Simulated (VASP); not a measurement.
# LiF in VASP: notebook, part 2 of 2

VASP 6.6.1.

## Step 5: Relaxation of cell and atoms, PBE

This run uses another cell than the first one, of 8.39 Å³/atom.

Contents of INCAR:

```
SYSTEM = LiF
  ALGO = Normal
  EDIFF = 1E-7
  EDIFFG = -0.01
  ENCUT = 600
  GGA = PE
  IBRION = 2
  ISIF = 3
  ISMEAR = 0
  LASPH = .True.
  LCHARG = .False.
  LREAL = .False.
  LWAVE = .False.
  NELM = 60
  NSW = 100
  PREC = Accurate
  SIGMA = 0.02
```

Contents of KPOINTS:

```
k-points
0
Gamma
  10 10 10
  0 0 0
```

Contents of POSCAR:

```
LiF
1.0
    0.0000000000      2.0316518734      2.0316518734
    2.0316518734      0.0000000000      2.0316518734
    2.0316518734      2.0316518734      0.0000000000
Li F
1 1
Direct
    0.0000000000      0.0000000000      0.0000000000
    0.5000000000      0.5000000000      0.5000000000
```

Potentials or basis: VASP PAW PBE potentials, release 64 (Li_sv, F).

Launch:

```
> cat potpaw_PBE.64/Li_sv/POTCAR potpaw_PBE.64/F/POTCAR > POTCAR
> mpirun -np 1 vasp_std > vasp.out
```

OUTCAR:

```text
SYSTEM = LiF
   EDIFF = 1E-7
   EDIFFG = -0.01
   ENCUT = 600
   GGA = PE
   IBRION = 2
   ISIF = 3
   ISMEAR = 0
   LASPH = .True.
   LREAL = .False.
   NELM = 60
   NSW = 100
   PREC = Accurate

 ion  position               nearest neighbor table
   1  0.000  0.000  0.000-   2 2.03   2 2.03   2 2.03   2 2.03   2 2.03   2 2.03
   2  0.500  0.500  0.500-   1 2.03   1 2.03   1 2.03   1 2.03   1 2.03   1 2.03

  LATTYP: Found a face centered cubic cell.
 ALAT       =     4.0633037468

  Lattice vectors:

 A1 = (   0.0000000000,   2.0316518734,   2.0316518734)
 A2 = (   2.0316518734,   0.0000000000,   2.0316518734)
 A3 = (   2.0316518734,   2.0316518734,   0.0000000000)

Analysis of symmetry for initial positions (statically):
=====================================================================
 Subroutine PRICEL returns:
 Original cell was already a primitive cell.

 Routine SETGRP: Setting up the symmetry group for a
 face centered cubic supercell.

 Subroutine GETGRP returns: Found 48 space group operations
 (whereof 48 operations were pure point group operations)
 out of a pool of 48 trial point group operations.

The static configuration has the point symmetry O_h .

Analysis of symmetry for dynamics (positions and initial velocities):
=====================================================================
 Subroutine PRICEL returns:
 Original cell was already a primitive cell.

 Routine SETGRP: Setting up the symmetry group for a
 face centered cubic supercell.

 Subroutine GETGRP returns: Found 48 space group operations
 (whereof 48 operations were pure point group operations)
 out of a pool of 48 trial point group operations.

The dynamic configuration has the point symmetry O_h .

 Subroutine INISYM returns: Found 48 space group operations
 (whereof 48 operations are pure point group operations),
 and found     1 'primitive' translations

----------------------------------------------------------------------------------------

                                     Primitive cell

  volume of cell :      16.7717

  direct lattice vectors                    reciprocal lattice vectors
     0.000000000  2.031651873  2.031651873    -0.246105155  0.246105155  0.246105155
     2.031651873  0.000000000  2.031651873     0.246105155 -0.246105155  0.246105155
     2.031651873  2.031651873  0.000000000     0.246105155  0.246105155 -0.246105155

  length of vectors
     2.873189633  2.873189633  2.873189633     0.426266633  0.426266633  0.426266633

  position of ions in fractional coordinates (direct lattice)
     0.000000000  0.000000000  0.000000000
     0.500000000  0.500000000  0.500000000

  ion indices of the primitive-cell ions
   primitive index   ion index
                 1           1
                 2           2

----------------------------------------------------------------------------------------

 KPOINTS: k-points

Automatic generation of k-mesh.
 Grid dimensions read from file:
 generate k-points for:   10   10   10

 Generating k-lattice:
[... 48 lines left out ...]
   dimension x,y,z NGXF=    48 NGYF=   48 NGZF=   48
   ions per type =               1   1
   NGX,Y,Z   is equivalent  to a cutoff of  13.89, 13.89, 13.89 a.u.
   NGXF,Y,Z  is equivalent  to a cutoff of  27.77, 27.77, 27.77 a.u.
 SYSTEM =  LiF
   PREC   = accura    normal or accurate (medium, high low for compatibility)
   ISTART =      0    job   : 0-new  1-cont  2-samecut
   ICHARG =      2    charge: 1-file 2-atom 10-const
   ISPIN  =      1    spin polarized calculation?
   LNONCOLLINEAR =      F non collinear calculations
   LSORBIT =      F    spin-orbit coupling
   LASPH  =      T    aspherical Exc in radial PAW
   ENCUT  =  600.0 eV  44.10 Ry    6.64 a.u.   5.74  5.74  5.74*2*pi/ulx,y,z
   NELM   =     60;   NELMIN=  2; NELMDL= -5     # of ELM steps
   EDIFF  = 0.1E-06   stopping-criterion for ELM
   LREAL  =      F    real-space projection
   EDIFFG = -.1E-01   stopping-criterion for IOM
   NSW    =    100    number of steps for IOM
   IBRION =      2    ionic relax: 0-MD 1-quasi-New 2-CG
   NFREE  =      1    steps in history (QN), initial steepest desc. (CG)
   ISIF   =      3    stress and relaxation
   ISYM   =      2    0-nonsym 1-usesym 2-fastsym
   POTIM  = 0.5000    time-step for ionic-motion
   TEBEG  =    0.0;   TEEND  =   0.0 temperature during run
   PSTRESS=    0.0 pullay stress
   NELECT =      10.0000    total number of electrons
   NUPDOWN=      -1.0000    fix difference up-down
   EMIN   =  10.00;   EMAX   =-10.00  energy-range for DOS
   EFERMI =   0.00;   METHOD = LEGACY
   ISMEAR =     0;   SIGMA  =   0.02  broadening in eV -4-tet -1-fermi 0-gaus
   EFERMI_NEDOS =   21; number of points for ismear=-14 and -15
   IALGO  =     38    algorithm
   IMIX   =      4    mixing-type and parameters
     AMIX     =   0.40;   BMIX     =  1.00
     AMIX_MAG =   1.60;   BMIX_MAG =  1.00
  volume/ion in A,a.u.               =       8.39        56.59
  Fermi-wavevector in a.u.,A,eV,Ry     =   1.377893  2.603840 25.831879  1.898590
  Thomas-Fermi vector in A             =   2.503005
   LORBIT       =      0    0 simple, 1 ext, 2 COOP (PROOUT), +10 PAW based schemes
   GGA     = PE    functional components
   LHFCALC =     F    Hartree Fock is set to
   AEXX    =    0.0000 exact exchange contribution
   IVDW    =     0    specifies the selected vdW correction
   LEPSILON=     F    determine dielectric tensor
   LRPA    =     F    only Hartree local field effects (RPA)
 conjugate gradient relaxation of ions
 non-spin polarized calculation
 Gauss-broadening in eV      SIGMA  =   0.02
  energy-cutoff  :      600.00
  volume of cell :       16.77
 maximum number of plane-waves:       571
   NGX = 11   NGY = 11   NGZ = 11

--------------------------------------- Ionic step        1  -------------------------------------------

 number of electron      10.0000000 magnetization

 number of electron       9.9999992 magnetization

 Free energy of the ion-electron system (eV)
  ---------------------------------------------------
  ext. energy  EPLUGINS =         0.00000000
  ---------------------------------------------------
  free energy    TOTEN  =        -9.64323575 eV

  energy without entropy =       -9.64323575  energy(sigma->0) =       -9.64323575

------------------------ aborting loop because EDIFF is reached ----------------------------------------

  FORCE on cell =-STRESS in cart. coord.  units (eV):
  Direction    XX          YY          ZZ          XY          YZ          ZX
  --------------------------------------------------------------------------------------
  -------------------------------------------------------------------------------------
  Total       -0.0566806     -0.0566806     -0.0566806      0.0000000     -0.0000000      0.0000000
  in kB       -5.4146120     -5.4146120     -5.4146120      0.0000000     -0.0000000      0.0000000
  external PRESSURE =      -5.4146120 kB  Pullay stress =       0.0000000 kB
[... 59 lines left out ...]
--------------------------------------- Ionic step        3  -------------------------------------------

 number of electron       9.9999991 magnetization

 Free energy of the ion-electron system (eV)
  ---------------------------------------------------
  ext. energy  EPLUGINS =         0.00000000
  ---------------------------------------------------
  free energy    TOTEN  =        -9.64344355 eV

  energy without entropy =       -9.64344355  energy(sigma->0) =       -9.64344355

 E-fermi :  -0.9184     XC(G=0):  -9.8924

 val. band max:       -1.1341439352   @ k =   0.0000   0.0000   0.0000
 cond. band min:       7.7897329024   @ k =   0.0000   0.0000   0.0000
 fundamental gap:      8.9238768376
 Fermi energy:        -0.9183773238

 k-point     1 :       0.0000    0.0000    0.0000
  band No.  band energies     occupation
      1     -42.0921      2.00000
      2     -21.0575      2.00000
      3      -1.1341      2.00000
      4      -1.1341      2.00000
      5      -1.1341      2.00000
      6       7.7897      0.00000
      7      22.5871      0.00000
      8      22.5871      0.00000
      9      22.5871      0.00000
[... 265 lines left out ...]
 k-point    24 :       0.4000    0.3000    0.0000
  band No.  band energies     occupation
      1     -42.0369      2.00000
      2     -20.5498      2.00000
      3      -3.3943      2.00000
      4      -1.9825      2.00000
      5      -1.8738      2.00000
      6      11.7709      0.00000
      7      15.5389      0.00000
      8      17.2033      0.00000
      9      18.8211      0.00000

 [... further k-points ...]

------------------------ aborting loop because EDIFF is reached ----------------------------------------

  FORCE on cell =-STRESS in cart. coord.  units (eV):
  Direction    XX          YY          ZZ          XY          YZ          ZX
  --------------------------------------------------------------------------------------
  -------------------------------------------------------------------------------------
  Total       -0.0022659     -0.0022659     -0.0022659      0.0000000     -0.0000000      0.0000000
  in kB       -0.2180740     -0.2180740     -0.2180740      0.0000000     -0.0000000      0.0000000
  external PRESSURE =      -0.2180740 kB  Pullay stress =       0.0000000 kB
[... 17 lines left out ...]
  FREE ENERGIE OF THE ION-ELECTRON SYSTEM (eV)
  ---------------------------------------------------
  free  energy   TOTEN  =        -9.6434435546 eV

  energy  without entropy=       -9.6434435546  energy(sigma->0) =       -9.64344355

 reached required accuracy - stopping structural energy minimisation
```

CONTCAR:

```text
LiF
   1.00000000000000
     0.0000000000000000    2.0266128322478107    2.0266128322478107
     2.0266128322478107   -0.0000000000000000    2.0266128322478107
     2.0266128322478107    2.0266128322478107    0.0000000000000000
  Li              F
     1     1
Direct
     0.0000000000000000    0.0000000000000000    0.0000000000000000
     0.5000000000000000    0.5000000000000000    0.5000000000000000

  0.00000000E+00  0.00000000E+00  0.00000000E+00
  0.00000000E+00  0.00000000E+00  0.00000000E+00
```

It took 24 s on 1 thread of Intel Xeon 8259CL, shared host; peak memory 0.13 GiB.

Results:

```
Free energy                           : -9.6434 eV
Relaxed volume                        : 8.32 Å³/atom
Relaxed cell                          : a = 2.866 Å, b = 2.866 Å, c = 2.866 Å, α = 60.00°, β = 60.00°, γ = 60.00°
Space group after relaxing (to 0.1 Å) : Fm-3m (No. 225)
Energy gained by relaxing             : 0.1 meV/atom
Ionic steps                           : 3
Pressure after relaxing               : 0.0 GPa
Band gap on the k mesh                : 8.92 eV
```

Step by step:
| step | energy change (eV) | largest force (eV/Å) | pressure (GPa) | volume (Å³) |
| --- | --- | --- | --- | --- |
| 1 | 0.0000 | 0.0000 | -0.54 | 16.77 |
| 2 | -0.0002 | 0.0000 | -0.24 | 16.70 |
| 3 | -0.0002 | 0.0000 | -0.02 | 16.65 |

Final structure:
```xyz
2
Lattice="0.0000 2.0266 2.0266 2.0266 0.0000 2.0266 2.0266 2.0266 0.0000" Properties=species:S:1:pos:R:3 pbc="T T T"
Li    0.0000    0.0000    0.0000
F     2.0266    2.0266    2.0266
```

Levels at points of the mesh, in eV from the valence-band top:
| k point | band 1 | band 2 | band 3 | band 4 | band 5 | band 6 | band 7 | band 8 | band 9 |
| --- | --- | --- | --- | --- | --- | --- | --- | --- | --- |
| (0.00, 0.00, 0.00) | -40.96 | -19.92 | 0.00 | 0.00 | 0.00 | 8.92 | 23.72 | 23.72 | 23.72 |
| (0.50, 0.00, 0.00) | -40.90 | -19.50 | -2.46 | -0.22 | -0.22 | 10.68 | 16.51 | 18.75 | 18.75 |
| (0.50, 0.50, 0.00) | -40.89 | -19.25 | -2.93 | -0.97 | -0.97 | 14.63 | 16.39 | 17.22 | 20.02 |

Caveat: the cutoff is under 1.25 times the usual one of these potentials, so pressure, stress and relaxed cells hold a basis-set (Pulay) error. A k mesh can miss the band edges.

## Step 6: Single point, PBE

This run uses another cell than the first one: it holds 4 atoms, not 2.

Contents of INCAR:

```
SYSTEM = LiF
  PREC = Accurate
  ENCUT = 520
  EDIFF = 1E-6
  ISMEAR = 0
  SIGMA = 0.1
  LREAL = .False.
  LASPH = .True.
  NELM = 100
  ALGO = Normal
  ISIF = 2
  LWAVE = .False.
  LCHARG = .True.
  GGA = PE
  LELF = .True.
  LVHAR = .True.
  NBANDS = 18
```

Contents of KPOINTS:

```
regular mesh
0
Gamma
  6 6 6
  0 0 0
```

Contents of POSCAR:

```
LiF
1.0
   -2.0330359367      0.0006097642     -2.0328915567
   -2.0329377134     -2.0310323936      0.0005132963
   -4.0712039413      2.0358144847      2.0374046520
Li F
2 2
Direct
    0.9998849624      1.0000385508     -0.0000357753
    0.5000859650      0.4999797504      0.4999809073
    0.2500471501      0.2500170383      0.2500317146
    0.7499819224      0.7499646605      0.7500231535
```

Potentials or basis: VASP PAW PBE potentials, release 64 (Li_sv, F).

Launch:

```
> cat potpaw_PBE.64/Li_sv/POTCAR potpaw_PBE.64/F/POTCAR > POTCAR
> mpirun -np 1 vasp_std > vasp.out
```

It took 83 s on 1 thread of Intel Xeon 8259CL, shared host; peak memory 0.19 GiB.

Results (log left out):

```
Free energy            : -19.2818 eV
Band gap on the k mesh : 8.83 eV
```

Levels at points of the mesh, in eV from the valence-band top:
| k point | band 8 | band 9 | band 10 | band 11 | band 12 | band 13 |
| --- | --- | --- | --- | --- | --- | --- |
| (0.00, 0.00, 0.00) | -0.01 | 0.00 | 0.00 | 8.83 | 10.62 | 16.37 |
| (0.50, 0.00, 0.00) | -1.12 | -0.60 | -0.60 | 12.74 | 12.74 | 15.60 |
| (0.00, 0.50, 0.00) | -1.12 | -0.60 | -0.60 | 12.74 | 12.74 | 15.60 |
| (0.50, 0.50, 0.00) | -0.95 | -0.23 | -0.22 | 10.61 | 14.53 | 16.33 |
| (0.00, 0.00, 0.50) | -0.11 | -0.11 | -0.11 | 10.11 | 10.11 | 17.66 |
| (0.50, 0.00, 0.50) | -0.95 | -0.23 | -0.22 | 10.62 | 14.53 | 16.33 |
| (0.00, 0.50, 0.50) | -0.96 | -0.23 | -0.22 | 10.62 | 14.55 | 16.32 |
| (0.50, 0.50, 0.50) | -1.12 | -0.60 | -0.60 | 12.73 | 12.74 | 15.60 |

Caveat: the k points lie up to 0.43 Å⁻¹ apart; the cutoff is under 1.25 times the usual one of these potentials, so pressure, stress and relaxed cells hold a basis-set (Pulay) error.

## Step 7: The runs side by side

```tsv
task	level	cell	k mesh	cutoff (eV)	smearing	gap on the mesh (eV)
single point	PBE	a = 2.876 Å, angles 60.0°, 2 atoms, atomic positions A	10 × 10 × 10	520	gaussian 0.02 eV	8.83
single point	r2SCAN	a = 2.876 Å, angles 60.0°, 2 atoms, atomic positions A	10 × 10 × 10	520	gaussian 0.02 eV	9.98
single point	PBE	a = 2.876, b = 2.876, c = 4.981 Å, angles 73.2, 73.2, 60.0°, 4 atoms, atomic positions B	6 × 6 × 6	520	gaussian 0.1 eV	8.83
relaxation of cell and atoms	PBE	relaxed from a = 2.873 Å, angles 60.0°, 2 atoms, atomic positions A	10 × 10 × 10	600	gaussian 0.02 eV	8.92
single point	PBE	a = 2.875, b = 2.874, c = 4.987 Å, angles 73.2, 73.2, 60.0°, 4 atoms, atomic positions B	6 × 6 × 6	520	gaussian 0.1 eV	8.83
```

Alike in all rows: potentials or basis VASP PAW PBE potentials, release 64 (Li_sv, F); no spin polarisation.

Caveats: some runs use coarse meshes; the cutoff is under 1.25 times the usual one of these potentials, so pressure, stress and relaxed cells hold a basis-set (Pulay) error; the PAW data sets were made with another functional, which shifts forces and pressure a little (at least some runs).

Total energies depend on the potentials used, so only differences within one code and one set of settings carry meaning.
